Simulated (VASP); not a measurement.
Write the native input for VASP 6.6.1 that does the following.

```
Task                   : single point
Functional             : PBEsol
Potentials or basis    : VASP PAW PBE potentials, release 64 (Sr_sv, Cl)
Cutoff                 : 520 eV
k mesh                 : 6 × 6 × 6
Occupations            : gaussian, width 0.01 eV
Spin                   : no spin polarisation
Dipole correction      : no
Further INCAR settings : ALGO = Normal; EDIFF = 1e-07; NBANDS = 19
```

The structure of SrCl2 lies in POSCAR:

```
SrCl2
1.0
    0.0000000000      3.4553209822      3.4380443773
    3.4553209822      0.0000000000      3.4380443773
    3.4553209822      3.4553209822      0.0000000000
Sr Cl
1 2
Direct
    0.0000000000      0.0000000000      0.0000000000
    0.2500000000      0.2500000000      0.2500000000
    0.7500000000      0.7500000000      0.7500000000
```

This cell differs from its parent crystal: z stretched by -0.5 %, x and y held.

These files were run (other wordings do the same):

INCAR

```
SYSTEM = SrCl2
ALGO     = Normal         ! electronic algorithm
EDIFF    = 1E-7           ! SCF threshold, eV
ENCUT    = 520            ! plane-wave cutoff, eV
GGA      = PS             ! functional
ISIF     = 2              ! what is computed and relaxed
ISMEAR   = 0              ! smearing method
LASPH    = .True.         ! aspherical terms in the spheres
LCHARG   = .True.         ! write CHGCAR
LELF     = .True.         ! ELF
LREAL    = .False.        ! projectors in reciprocal space
LVHAR    = .True.       
LWAVE    = .False.        ! write WAVECAR
NBANDS   = 19             ! bands
NELM     = 80             ! most SCF steps
PREC     = Accurate       ! precision mode
SIGMA    = 0.01           ! smearing width, eV
```

KPOINTS

```
k-points
0
Gamma
  6 6 6
  0 0 0
```

Potentials or basis: VASP PAW PBE potentials, release 64 (Sr_sv, Cl).

The run is started by

```bash
$ cat potpaw_PBE.64/Sr_sv/POTCAR potpaw_PBE.64/Cl/POTCAR > POTCAR
$ mpirun -np 1 vasp_std > vasp.out
```

It gave:

```json
{"Pressure": "0.3 GPa", "Band gap on the k mesh": "5.23 eV (least direct gap 5.32 eV)"}
```

Caveat: the cell differs from its parent crystal (z stretched by -0.5 %, x and y held); the PAW data sets were made with another functional, which shifts forces and pressure a little.

Run time: 22 s on 1 thread of Intel(R) Xeon(R) 6975P-C (Granite Rapids) (shared host), peak memory 0.22 GiB.
